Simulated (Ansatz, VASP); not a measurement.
This is a calculation of Ti for VASP 6.6.1.

INCAR

```
SYSTEM = Ti
  PREC = Accurate
  ENCUT = 500
  EDIFF = 1E-6
  ISMEAR = 0
  SIGMA = 0.022
  LREAL = .FALSE.
  LASPH = .TRUE.
  NELM = 120
  ALGO = Normal
  ISIF = 2
  LWAVE = .FALSE.
  LCHARG = .TRUE.
  GGA = PE
  LELF = .TRUE.
  LVHAR = .TRUE.
  NBANDS = 12
  GGA_COMPAT = .FALSE.
```

Contents of KPOINTS:

```
Automatic mesh
0
G
  11 11 11
  0 0 0
```

The input POSCAR:

```
Ti
1.0
    0.0000000000      2.0300000000      2.0300000000
    2.0300000000      0.0000000000      2.0300000000
    2.0300000000      2.0300000000      0.0000000000
Ti
1
Direct
    0.0000000000      0.0000000000      0.0000000000
```

Potentials or basis: VASP PAW PBE potentials, release 64 (Ti_sv).

Command:

```console
$ cat potpaw_PBE.64/Ti_sv/POTCAR > POTCAR
$ mpirun -np 1 vasp_std > vasp.out
```

Question: Translate it to Ansatz 0.2.0. Potentials there: Ansatz PAW.

Answer: As run (the cutoff follows the program's own potentials):

input.yaml

```yaml
crystal:
  lattice:
    - [0.0, 2.03, 2.03]
    - [2.03, 0.0, 2.03]
    - [2.03, 2.03, 0.0]
  atoms:
    - { symbol: Ti, position: [0.0, 0.0, 0.0] }
hamiltonian:
  xc: pbe
  pseudopotentials: { kind: paw }
kpoints:
  mp_grid: { grid: [11, 11, 11] }
scf:
  occupations: { method: gaussian, width: 0.022 }
output:
  forces: true
  stress: true
  eigenvalues: true
```

Potentials or basis: Ansatz PAW.

Command:

```bash
$ ansatz run input.yaml --threads 2 --pin off --max-ram 5632MiB --backend cpu --events-out ev --progress --plain --runs-dir out
```

Both were run:

|  | VASP | Ansatz | Ansatz less VASP |
| --- | --- | --- | --- |
| gap on the k mesh at the Fermi level (eV) | none | none | - |
| pressure (GPa) | 3.5 | 3.8 | +0.36 |

A gap of «none» marks a metal or a gap that the smearing closes. With one functional, cell and mesh, what is left measures potentials, basis and numerics.
